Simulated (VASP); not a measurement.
# AlN (P3m1) in VASP: further runs, part 2 of 2

VASP 6.6.1. The steps go on from the part before.

## Step 4: Single point, r2SCAN

This run uses another cell than the first one, of 11.22 Å³/atom, 1.109 times its volume.

The input, POSCAR:

```
AlN
1.0
   -3.1110021516      0.0000000000      0.0000000000
   -1.5555010758     -2.6942068945      0.0000000000
    0.0000000000      0.0000000000     10.7060000000
Al N
4 4
Direct
    0.3333333333      0.3333333333      0.8404385391
    0.3333333333      0.3333333333      0.3754656268
    0.6666666667      0.6666666667      0.1429791706
    0.6666666667      0.6666666667      0.6079520829
    0.3333333333      0.3333333333      0.0895072856
    0.3333333333      0.3333333333      0.5544801980
    0.6666666667      0.6666666667      0.3219937418
    0.6666666667      0.6666666667      0.7869666542
```

The input, INCAR.step1:

```
SYSTEM = AlN
  PREC = Accurate
  ENCUT = 520
  ISMEAR = 0
  SIGMA = 0.05
  LREAL = .FALSE.
  LASPH = .TRUE.
  NELM = 60
  NBANDS = 26
  GGA = PE
  ALGO = Normal
  EDIFF = 1E-4
  LWAVE = .TRUE.
  LCHARG = .FALSE.
```

The input, INCAR.step2:

```
SYSTEM = AlN
  PREC = Accurate
  ENCUT = 520
  EDIFF = 1E-6
  ISMEAR = 0
  SIGMA = 0.05
  LREAL = .FALSE.
  LASPH = .TRUE.
  NELM = 60
  ALGO = Normal
  ISIF = 2
  LWAVE = .FALSE.
  LCHARG = .FALSE.
  METAGGA = R2SCAN
  LMIXTAU = .TRUE.
  NBANDS = 26
  ISTART = 1
```

The input, KPOINTS:

```
Automatic mesh
0
G
  8 8 3
  0 0 0
```

Launch:

```bash
$ cat potpaw_PBE.64/Al/POTCAR potpaw_PBE.64/N/POTCAR > POTCAR
$ cp INCAR.step1 INCAR
$ mpirun -np 1 vasp_std > vasp.out
$ cp INCAR.step2 INCAR
$ mpirun -np 1 vasp_std > vasp.out
```

Wall time 2.6 min (1 thread of Intel Xeon Platinum 8259CL at 2.50GHz (Skylake/Cascade Lake), shared host); peak memory 0.22 GiB.

Results (log left out):

- Free energy: -75.3858 eV
- Pressure: -5.6 GPa
- Largest force: 1.758 eV/Å
- Band gap on the k mesh: 2.46 eV, direct

Forces on the atoms (eV/Å):
```
Al   0.000  0.000  1.758
Al   0.000  0.000 -0.669
Al   0.000  0.000 -1.504
Al   0.000  0.000 -0.665
N    0.000  0.000 -1.054
N    0.000  0.000  0.643
N    0.000  0.000  0.705
N    0.000  0.000  0.785
```

Stress tensor (GPa, compression positive):
```
 -1.61   0.00   0.00
  0.00  -1.61   0.00
  0.00   0.00 -13.47
```

Levels at points of the mesh, in eV from the valence-band top:
```tsv
k point	band 13	band 14	band 15	band 16	band 17	band 18	band 19	band 20
(0.00, 0.00, 0.00)	-1.30	-0.90	0.00	0.00	2.46	5.36	5.81	6.66
(0.50, 0.00, 0.00)	-2.31	-2.15	-1.03	-0.78	3.68	4.24	5.30	5.82
```

Caveat: the PAW data sets were made with another functional, which shifts forces and pressure a little. A k mesh can miss the band edges.

## Step 5: Single point, r2SCAN

This run uses another cell than the first one, of 11.48 Å³/atom, 1.135 times its volume.

The input, POSCAR:

```
AlN
1.0
   -3.1110021516      0.0000000000      0.0000000000
   -1.5555010758     -2.6942068945      0.0000000000
    0.0000000000      0.0000000000     10.9560000000
Al N
4 4
Direct
    0.3333333333      0.3333333333      0.8212609529
    0.3333333333      0.3333333333      0.3668980467
    0.6666666667      0.6666666667      0.1397165936
    0.6666666667      0.6666666667      0.5940794998
    0.3333333333      0.3333333333      0.0874648594
    0.3333333333      0.3333333333      0.5418277656
    0.6666666667      0.6666666667      0.3146463125
    0.6666666667      0.6666666667      0.7690092187
```

The input, INCAR.step1:

```
ALGO = Normal
EDIFF = 1E-4
ENCUT = 520
GGA = PE
ISMEAR = 0
LASPH = True
LCHARG = False
LREAL = False
LWAVE = True
NBANDS = 26
NELM = 60
PREC = Accurate
SIGMA = 0.05
```

The input, INCAR.step2:

```
ALGO = Normal
EDIFF = 1E-7
ENCUT = 520
ISIF = 2
ISMEAR = 0
ISTART = 1
LASPH = True
LCHARG = False
LMIXTAU = True
LREAL = False
LWAVE = False
METAGGA = R2SCAN
NBANDS = 26
NELM = 60
PREC = Accurate
SIGMA = 0.05
```

The input, KPOINTS:

```
k-points
0
Gamma
  8 8 3
```

Launch:

```bash
$ cat potpaw_PBE.64/Al/POTCAR potpaw_PBE.64/N/POTCAR > POTCAR
$ cp INCAR.step1 INCAR
$ mpirun -np 1 vasp_std > vasp.out
$ cp INCAR.step2 INCAR
$ mpirun -np 1 vasp_std > vasp.out
```

Wall time 3.1 min (1 thread of Intel Xeon Platinum 8259CL at 2.50GHz (Skylake/Cascade Lake), shared host); peak memory 0.23 GiB.

Results (log left out):

- Free energy: -74.8113 eV
- Pressure: -5.4 GPa
- Largest force: 1.924 eV/Å
- Band gap on the k mesh: 1.54 eV, direct

Forces in eV/Å, atoms in the order of the input:
```
Al   0.000  0.000  1.401
Al   0.000  0.000 -0.913
Al   0.000  0.000 -1.924
Al   0.000  0.000 -0.881
N    0.000  0.000 -0.468
N    0.000  0.000  0.859
N    0.000  0.000  0.950
N    0.000  0.000  0.974
```

Stress tensor (GPa, compression positive):
```
 -1.52   0.00   0.00
  0.00  -1.52   0.00
  0.00   0.00 -13.02
```

Levels at points of the mesh, in eV from the valence-band top:
| k point | band 12 | band 13 | band 14 | band 15 | band 16 | band 17 | band 18 | band 19 | band 20 | band 21 |
| --- | --- | --- | --- | --- | --- | --- | --- | --- | --- | --- |
| (0.00, 0.00, 0.00) | -1.59 | -1.59 | -1.13 | 0.00 | 0.00 | 1.54 | 4.78 | 5.19 | 6.17 | 7.83 |
| (0.50, 0.00, 0.00) | -3.46 | -2.56 | -2.44 | -0.91 | -0.79 | 2.83 | 3.60 | 4.86 | 5.22 | 5.90 |

Caveat: the PAW data sets were made with another functional, which shifts forces and pressure a little.

## Step 6: Single point, r2SCAN

This run uses another cell than the first one, of 12.00 Å³/atom, 1.186 times its volume.

The input, POSCAR:

```
AlN
1.0
   -3.1110021516      0.0000000000      0.0000000000
   -1.5555010758     -2.6942068945      0.0000000000
    0.0000000000      0.0000000000     11.4560000000
Al N
4 4
Direct
    0.3333333333      0.3333333333      0.7854168122
    0.3333333333      0.3333333333      0.3508846892
    0.6666666667      0.6666666667      0.1336186278
    0.6666666667      0.6666666667      0.5681507507
    0.3333333333      0.3333333333      0.0836474337
    0.3333333333      0.3333333333      0.5181795566
    0.6666666667      0.6666666667      0.3009134951
    0.6666666667      0.6666666667      0.7354456180
```

The input, INCAR.step1:

```
SYSTEM = AlN
PREC = Accurate
ENCUT = 520
ISMEAR = 0
SIGMA = 0.05
LREAL = .FALSE.
LASPH = .TRUE.
NELM = 60
NBANDS = 26
GGA = PE
ALGO = Normal
EDIFF = 1E-4
LWAVE = .TRUE.
LCHARG = .FALSE.
```

The input, INCAR.step2:

```
SYSTEM = AlN
PREC = Accurate
ENCUT = 520
EDIFF = 1E-7
ISMEAR = 0
SIGMA = 0.05
LREAL = .FALSE.
LASPH = .TRUE.
NELM = 60
ALGO = Normal
ISIF = 2
LWAVE = .FALSE.
LCHARG = .FALSE.
METAGGA = R2SCAN
LMIXTAU = .TRUE.
NBANDS = 26
ISTART = 1
```

The input, KPOINTS:

```
Automatic mesh
0
G
  8 8 3
  0 0 0
```

Potentials or basis: VASP PAW PBE potentials, release 64 (Al, N).

Launch:

```bash
$ cat potpaw_PBE.64/Al/POTCAR potpaw_PBE.64/N/POTCAR > POTCAR
$ cp INCAR.step1 INCAR
$ mpirun -np 1 vasp_std > vasp.out
$ cp INCAR.step2 INCAR
$ mpirun -np 1 vasp_std > vasp.out
```

Run time: 3.8 min. Hardware: 1 thread of Intel Xeon Platinum 8259CL at 2.50GHz (Skylake/Cascade Lake), shared host; peak memory 0.24 GiB.

It converged, with:

```
Free energy            : -73.8786 eV
Pressure               : -4.4 GPa
Largest force          : 2.482 eV/Å
Band gap on the k mesh : 0.18 eV, direct
```

Forces in eV/Å, atoms in the order of the input:
```
Al   0.000  0.000  0.722
Al   0.000  0.000 -1.261
Al   0.000  0.000 -2.482
Al   0.000  0.000 -1.180
N    0.000  0.000  0.605
N    0.000  0.000  1.135
N    0.000  0.000  1.305
N    0.000  0.000  1.157
```

Stress tensor (GPa, compression positive):
```
 -1.22   0.00   0.00
  0.00  -1.22   0.00
  0.00   0.00 -10.81
```

Levels at points of the mesh, in eV from the valence-band top:
| k point | band 14 | band 15 | band 16 | band 17 | band 18 | band 19 |
| --- | --- | --- | --- | --- | --- | --- |
| (0.00, 0.00, 0.00) | -1.33 | 0.00 | 0.00 | 0.18 | 3.88 | 4.35 |
| (0.50, 0.00, 0.00) | -2.84 | -0.79 | -0.68 | 1.56 | 2.71 | 4.05 |

Caveat: the PAW data sets were made with another functional, which shifts forces and pressure a little. A k mesh can miss the band edges.

## Step 7: The runs side by side

```tsv
cell	gap on the mesh (eV)	pressure (GPa)	largest force (eV/Å)
a = 3.111, b = 3.111, c = 9.656 Å, angles 90.0, 90.0, 60.0°, 8 atoms	5.04	9.3	7.68
a = 3.111, b = 3.111, c = 10.456 Å, angles 90.0, 90.0, 60.0°, 8 atoms	3.47	-5.3	2.00
a = 3.111, b = 3.111, c = 10.706 Å, angles 90.0, 90.0, 60.0°, 8 atoms	2.46	-5.6	1.76
a = 3.111, b = 3.111, c = 10.956 Å, angles 90.0, 90.0, 60.0°, 8 atoms	1.54	-5.4	1.92
a = 3.111, b = 3.111, c = 11.456 Å, angles 90.0, 90.0, 60.0°, 8 atoms	0.18	-4.4	2.48
```

Alike in all rows: task single point; level r2SCAN; potentials or basis VASP PAW PBE potentials, release 64 (Al, N); no spin polarisation; k mesh 8 × 8 × 3; cutoff (eV) 520; smearing gaussian 0.05 eV.

Caveats: the PAW data sets were made with another functional, which shifts forces and pressure a little.

Absolute energies hang on the potentials; compare differences alone.
